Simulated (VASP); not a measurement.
# BaO in VASP: notebook, part 2 of 2

VASP 6.6.1. The steps go on from the part before.

## 3. Relaxation of cell and atoms, PBE

This run uses another cell than the first one, of 20.80 Å³/atom, 0.961 times its volume.

Contents of INCAR:

```
ALGO = Normal
EDIFF = 1E-6
EDIFFG = -0.005
ENCUT = 600
GGA = PE
IBRION = 2
ISIF = 3
ISMEAR = 0
LASPH = T
LCHARG = F
LREAL = F
LWAVE = F
NELM = 60
NSW = 100
PREC = Accurate
SIGMA = 0.02
```

Contents of KPOINTS:

```
k-points
0
Gamma
  8 8 8
```

Contents of POSCAR:

```
BaO
1.0
    0.0000000000      2.7500000000      2.7500000000
    2.7500000000      0.0000000000      2.7500000000
    2.7500000000      2.7500000000      0.0000000000
Ba O
1 1
Direct
    0.0000000000      0.0000000000      0.0000000000
    0.5000000000      0.5000000000      0.5000000000
```

Potentials or basis: VASP PAW PBE potentials, release 64 (Ba_sv, O).

On the command line:

```
> cat potpaw_PBE.64/Ba_sv/POTCAR potpaw_PBE.64/O/POTCAR > POTCAR
> mpirun -np 1 vasp_std > vasp.out
```

OUTCAR:

```text
EDIFF = 1E-6
   EDIFFG = -0.005
   ENCUT = 600
   GGA = PE
   IBRION = 2
   ISIF = 3
   ISMEAR = 0
   LASPH = T
   LREAL = F
   NELM = 60
   NSW = 100
   PREC = Accurate

 ion  position               nearest neighbor table
   1  0.000  0.000  0.000-   2 2.75   2 2.75   2 2.75   2 2.75   2 2.75   2 2.75
   2  0.500  0.500  0.500-   1 2.75   1 2.75   1 2.75   1 2.75   1 2.75   1 2.75

  LATTYP: Found a face centered cubic cell.
 ALAT       =     5.5000000000

  Lattice vectors:

 A1 = (   0.0000000000,   2.7500000000,   2.7500000000)
 A2 = (   2.7500000000,   0.0000000000,   2.7500000000)
 A3 = (   2.7500000000,   2.7500000000,   0.0000000000)

Analysis of symmetry for initial positions (statically):
=====================================================================
 Subroutine PRICEL returns:
 Original cell was already a primitive cell.

 Routine SETGRP: Setting up the symmetry group for a
 face centered cubic supercell.

 Subroutine GETGRP returns: Found 48 space group operations
 (whereof 48 operations were pure point group operations)
 out of a pool of 48 trial point group operations.

The static configuration has the point symmetry O_h .

Analysis of symmetry for dynamics (positions and initial velocities):
=====================================================================
 Subroutine PRICEL returns:
 Original cell was already a primitive cell.

 Routine SETGRP: Setting up the symmetry group for a
 face centered cubic supercell.

[... 229 lines left out ...]
  ext. energy  EPLUGINS =         0.00000000
  ---------------------------------------------------
  free energy    TOTEN  =       -11.80930088 eV

  energy without entropy =      -11.80930088  energy(sigma->0) =      -11.80930088

 E-fermi :   1.7491     XC(G=0):  -9.4364

 val. band max:        1.6045531477   @ k =   0.5000   0.5000   0.0000
 cond. band min:       3.7071638877   @ k =   0.5000   0.5000   0.0000
 fundamental gap:      2.1026107399
 Fermi energy:         1.7490804565

 k-point     1 :       0.0000    0.0000    0.0000
  band No.  band energies     occupation
      1     -24.3132      2.00000
      2     -13.2952      2.00000
      3      -8.8988      2.00000
      4      -8.8988      2.00000
      5      -8.8988      2.00000
      6       1.3627      2.00000
      7       1.3627      2.00000
      8       1.3627      2.00000
      9       4.9840      0.00000
     10       6.3057      0.00000
     11       6.3057      0.00000
     12       6.3057      0.00000
[... 331 lines left out ...]
 k-point    24 :      -0.3750    0.2500    0.1250
  band No.  band energies     occupation
      1     -24.0667      2.00000
      2     -13.7762      2.00000
      3      -9.4538      2.00000
      4      -9.4487      2.00000
      5      -9.0046      2.00000
      6       0.2193      2.00000
      7       0.7747      2.00000
      8       0.8463      2.00000
      9       6.4292      0.00000
     10       7.0198      0.00000
     11       9.2262      0.00000
     12       9.3197      0.00000

 [... further k-points ...]

------------------------ aborting loop because EDIFF is reached ----------------------------------------

  FORCE on cell =-STRESS in cart. coord.  units (eV):
  Direction    XX          YY          ZZ          XY          YZ          ZX
  --------------------------------------------------------------------------------------
  -------------------------------------------------------------------------------------
  Total        0.0020301      0.0020301      0.0020301      0.0000000      0.0000000     -0.0000000
  in kB        0.0735597      0.0735597      0.0735597      0.0000000      0.0000000     -0.0000000
  external PRESSURE =       0.0735597 kB  Pullay stress =       0.0000000 kB
[... 17 lines left out ...]
  FREE ENERGIE OF THE ION-ELECTRON SYSTEM (eV)
  ---------------------------------------------------
  free  energy   TOTEN  =       -11.8093008799 eV

  energy  without entropy=      -11.8093008799  energy(sigma->0) =      -11.80930088

 reached required accuracy - stopping structural energy minimisation
```

CONTCAR:

```text
BaO
   1.00000000000000
     0.0000000000000000    2.8066565102801362    2.8066565102801362
     2.8066565102801362    0.0000000000000000    2.8066565102801362
     2.8066565102801362    2.8066565102801362   -0.0000000000000000
  Ba              O
     1     1
Direct
     0.0000000000000000    0.0000000000000000    0.0000000000000000
     0.5000000000000000    0.5000000000000000    0.5000000000000000

  0.00000000E+00  0.00000000E+00  0.00000000E+00
  0.00000000E+00  0.00000000E+00  0.00000000E+00
```

Wall time 60 s (1 thread of Intel Xeon 8259CL, shared host); peak memory 0.19 GiB.

Results:

| Quantity | Value |
| --- | --- |
| Free energy | -11.8093 eV |
| Relaxed volume | 22.11 Å³/atom |
| Relaxed cell | a = 3.969 Å, b = 3.969 Å, c = 3.969 Å, α = 60.00°, β = 60.00°, γ = 60.00° |
| Space group after relaxing (to 0.05 Å) | Fm-3m (No. 225) |
| Energy gained by relaxing | 18.6 meV/atom |
| Ionic steps | 3 |
| Pressure after relaxing | 0.0 GPa |
| Band gap on the k mesh | 2.10 eV, direct |

The path:
| step | energy change (eV) | largest force (eV/Å) | pressure (GPa) | volume (Å³) |
| --- | --- | --- | --- | --- |
| 1 | 0.0000 | 0.0000 | 4.80 | 41.59 |
| 2 | -0.0302 | 0.0000 | -1.75 | 45.46 |
| 3 | -0.0371 | 0.0000 | 0.01 | 44.22 |

Final structure:
```
Ba O
1.0
     0.00000    2.80666    2.80666
     2.80666    0.00000    2.80666
     2.80666    2.80666    0.00000
Ba O
1 1
Direct
  0.00000 0.00000 0.00000
  0.50000 0.50000 0.50000
```

Caveat: spin-orbit coupling is left out, which moves the levels of the heavy elements. Zero-point motion and thermal expansion aren't in these numbers.

## 4. Single point, PBE (strained)

Contents of INCAR:

```
SYSTEM = BaO
  ALGO = Normal
  EDIFF = 1E-6
  ENCUT = 600
  GGA = PE
  GGA_COMPAT = .FALSE.
  ISIF = 2
  ISMEAR = 0
  LASPH = .TRUE.
  LCHARG = .FALSE.
  LREAL = .FALSE.
  LWAVE = .FALSE.
  NBANDS = 15
  NELM = 120
  PREC = Accurate
  SIGMA = 0.02
```

Contents of KPOINTS:

```
k-points
0
G
  8 8 8
  0 0 0
```

Contents of POSCAR:

```
BaO
1.0
    0.0000000000      2.6675275000      2.6262775000
    2.6262775000      0.0000000000      2.6262775000
    2.6262775000      2.6675275000      0.0000000000
Ba O
1 1
Direct
    0.0000000000      0.0000000000      0.0000000000
    0.5000000000      0.5000000000      0.5000000000
```

On the command line:

```
> cat potpaw_PBE.64/Ba_sv/POTCAR potpaw_PBE.64/O/POTCAR > POTCAR
> mpirun -np 1 vasp_std > vasp.out
```

Wall time 16 s (1 thread of Intel Xeon 6975P-C (Granite Rapids), shared host); peak memory 0.19 GiB.

The run converged. Its results:

| Quantity | Value |
| --- | --- |
| Free energy | -11.4258 eV |
| Pressure | 19.3 GPa |
| Band gap on the k mesh | 1.29 eV, direct |

Stress tensor (GPa, compression positive):
```
20.41  0.00  0.00
 0.00 17.13  0.00
 0.00  0.00 20.41
```

Levels at points of the mesh, in eV from the valence-band top:
| k point | band 5 | band 6 | band 7 | band 8 | band 9 | band 10 | band 11 | band 12 |
| --- | --- | --- | --- | --- | --- | --- | --- | --- |
| (0.00, 0.00, 0.00) | -10.29 | -0.91 | -0.79 | -0.79 | 4.11 | 4.36 | 4.49 | 4.49 |
| (0.50, 0.00, 0.00) | -10.41 | -2.70 | -2.30 | -2.30 | 4.95 | 7.44 | 7.48 | 8.87 |
| (0.50, 0.50, 0.00) | -11.16 | -0.53 | -0.38 | 0.00 | 1.29 | 6.48 | 9.43 | 10.23 |
| (0.50, 0.00, 0.50) | -11.14 | -0.43 | -0.43 | -0.13 | 1.35 | 6.47 | 9.45 | 10.24 |

Caveat: the cell differs from its parent crystal (strained); spin-orbit coupling is left out, which moves the levels of the heavy elements. A k mesh can miss the band edges.

## 5. Single point, PBE (one atom moved)

Contents of INCAR:

```
ALGO = Normal
EDIFF = 1E-6
ENCUT = 600
GGA = PE
GGA_COMPAT = False
ISIF = 2
ISMEAR = 0
LASPH = True
LCHARG = False
LREAL = False
LWAVE = False
NBANDS = 15
NELM = 120
PREC = Accurate
SIGMA = 0.02
```

Contents of KPOINTS:

```
k-points
0
Gamma
  8 8 8
```

Contents of POSCAR:

```
BaO
1.0
    0.0000000000      2.7500000000      2.7500000000
    2.7500000000      0.0000000000      2.7500000000
    2.7500000000      2.7500000000      0.0000000000
Ba O
1 1
Direct
   -0.0081818182      0.0081818182      0.0081818182
    0.5000000000      0.5000000000      0.5000000000
```

Potentials or basis: VASP PAW PBE potentials, release 64 (Ba_sv, O).

On the command line:

```
> cat potpaw_PBE.64/Ba_sv/POTCAR potpaw_PBE.64/O/POTCAR > POTCAR
> mpirun -np 1 vasp_std > vasp.out
```

OUTCAR:

```text
EDIFF = 1E-6
   ENCUT = 600
   GGA = PE
   ISIF = 2
   ISMEAR = 0
   LASPH = True
   LREAL = False
   NELM = 120
   PREC = Accurate

 ion  position               nearest neighbor table
   1  0.992  0.008  0.008-   2 2.70   2 2.75   2 2.75   2 2.75   2 2.75   2 2.80
   2  0.500  0.500  0.500-   1 2.70   1 2.75   1 2.75   1 2.75   1 2.75   1 2.80

  LATTYP: Found a face centered cubic cell.
 ALAT       =     5.5000000000

  Lattice vectors:

 A1 = (   0.0000000000,   2.7500000000,   2.7500000000)
[... 618 lines left out ...]
------------------------ aborting loop because EDIFF is reached ----------------------------------------

  FORCE on cell =-STRESS in cart. coord.  units (eV):
  Direction    XX          YY          ZZ          XY          YZ          ZX
  --------------------------------------------------------------------------------------
  -------------------------------------------------------------------------------------
  Total        1.2829611      1.2407134      1.2407134      0.0000000     -0.0000000      0.0000000
  in kB       49.4192325     47.7918661     47.7918661      0.0000000     -0.0000000      0.0000000
  external PRESSURE =      48.3343216 kB  Pullay stress =       0.0000000 kB

 VOLUME and BASIS-vectors are now :
 -----------------------------------------------------------------------------
  energy-cutoff  :      600.00
  volume of cell :       41.59
      direct lattice vectors                 reciprocal lattice vectors
     0.000000000  2.750000000  2.750000000    -0.181818182  0.181818182  0.181818182
     2.750000000  0.000000000  2.750000000     0.181818182 -0.181818182  0.181818182
     2.750000000  2.750000000  0.000000000     0.181818182  0.181818182 -0.181818182

 POSITION                                       TOTAL-FORCE (eV/Angst)
 -----------------------------------------------------------------------------------
      0.04500      2.75000      2.75000        -0.041064      0.000000      0.000000
      2.75000      2.75000      2.75000         0.041064      0.000000      0.000000
 -----------------------------------------------------------------------------------
    total drift:                               -0.000025      0.000000      0.000000

  FREE ENERGIE OF THE ION-ELECTRON SYSTEM (eV)
  ---------------------------------------------------
  free  energy   TOTEN  =       -11.7712678042 eV

  energy  without entropy=      -11.7712678042  energy(sigma->0) =      -11.77126780
```

Run time: 13 s. Hardware: 1 thread of Intel Xeon 6975P-C (Granite Rapids), shared host; peak memory 0.2 GiB.

What came out:

| Item | Value |
| --- | --- |
| Free energy | -11.7713 eV |
| Pressure | 4.8 GPa |
| Largest force | 0.041 eV/Å |
| Band gap on the k mesh | 1.90 eV, direct |

Forces in eV/Å, atoms in the order of the input:
```
Ba  -0.041  0.000  0.000
O    0.041  0.000  0.000
```

Caveat: the cell differs from its parent crystal (one atom moved); spin-orbit coupling is left out, which moves the levels of the heavy elements.

## 6. The runs side by side

| task | cell | cutoff (eV) | gap on the mesh (eV) | pressure (GPa) |
| --- | --- | --- | --- | --- |
| single point | a = 3.941 Å, angles 60.0°, 2 atoms | 520 | 2.04 | 1.6 |
| relaxation of cell and atoms | relaxed from a = 3.889 Å, angles 60.0°, 2 atoms | 600 | 2.10 | 0.0 |
| single point | a = 3.743, b = 3.714 Å, angles 60.3, 59.5, 60.3°, 2 atoms | 600 | 1.29 | 19.3 |
| single point | a = 3.889 Å, angles 60.0°, 2 atoms | 600 | 1.90 | 4.8 |

Alike in all rows: level PBE; potentials or basis VASP PAW PBE potentials, release 64 (Ba_sv, O); no spin polarisation; k mesh 8 × 8 × 8; smearing gaussian 0.02 eV.

Caveats: spin-orbit coupling is left out, which moves the levels of the heavy elements.

Total energies depend on the potentials used, so only differences within one code and one set of settings carry meaning.
